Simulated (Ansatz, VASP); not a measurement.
**MoPd: VASP beside Ansatz**

```
Mo Pd
1.0
     1.40848    0.81319    4.64477
    -1.40848    0.81319    4.64477
     0.00000   -1.62638    4.64477
Mo Pd
1 1
Cartesian
  0.0000 0.0000 0.0000
  0.0000 0.0000 6.9672
```

Change from the starting cell: strain +0.0150 x Voigt [1, 1, 0, 0, 0, 0], atoms carried along.

Alike in both runs: task single point; functional LDA; k mesh 21 × 21 × 21; occupations gaussian, width 0.15 eV; no spin polarisation.

|  | VASP | Ansatz |
| --- | --- | --- |
| version | VASP 6.6.1 | Ansatz 0.2.0 |
| potentials or method | VASP PAW LDA potentials, release 64 (Mo_sv, Pd), cutoff 500 eV | scalar-relativistic, plane waves, PAW |
| valence electrons in the cell | 24 | 32 |

VASP gave:

- gap on the k mesh at the Fermi level (eV): none
- pressure (GPa): -19.8
- traceless stress, the component that is largest in VASP (GPa): 3.09

Q: Which values does Ansatz return?

A: gap on the k mesh at the Fermi level (eV): none; pressure (GPa): -20.3; traceless stress, the component that is largest in VASP (GPa): 2.99.

LDA's correlation is that of Perdew and Zunger in VASP and of Perdew and Wang (1992) in Ansatz. A gap of «none» marks a metal or a gap that the smearing closes. VASP's potentials hold 24 valence electrons a cell and Ansatz's 32, so a difference there can come from the potentials and not from the codes.
